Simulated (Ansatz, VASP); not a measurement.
**RbSi3Ge3 in VASP and in Ansatz**

```
Rb Si Ge
1.0
     6.98314    0.00000    0.00000
     0.00000    6.98314    0.00000
     0.00000    0.00000    6.98314
Rb Si Ge
2 6 6
Direct
  0.50000 0.50000 0.50000
  0.00000 0.00000 0.00000
  0.50000 0.00000 0.75000
  0.75000 0.50000 0.00000
  0.00000 0.75000 0.50000
  0.50000 0.00000 0.25000
  0.25000 0.50000 0.00000
  0.00000 0.25000 0.50000
  0.00000 0.50000 0.75000
  0.75000 0.00000 0.50000
  0.50000 0.75000 0.00000
  0.00000 0.50000 0.25000
  0.25000 0.00000 0.50000
  0.50000 0.25000 0.00000
```

Alike in both runs: functional PBE; k mesh 6 × 6 × 6; occupations gaussian, width 0.1 eV; no spin polarisation.

Ansatz relaxed the structure, and its values are those at the end. VASP's run is a single point on that final structure, the one shown.

|  | VASP | Ansatz |
| --- | --- | --- |
| version | VASP 6.6.1 | Ansatz 0.2.0 |
| potentials or method | VASP PAW PBE potentials, release 64 (Rb_sv, Si, Ge_d), cutoff 520 eV | scalar-relativistic, plane waves, PAW |
| valence electrons in the cell | 126 | 126 |

|  | VASP | Ansatz | Ansatz less VASP |
| --- | --- | --- | --- |
| gap on the k mesh at the Fermi level (eV) | none | none | - |
| pressure (GPa) | 0.0 | 0.0 | +0.03 |

A gap of «none» marks a metal or a gap that the smearing closes.
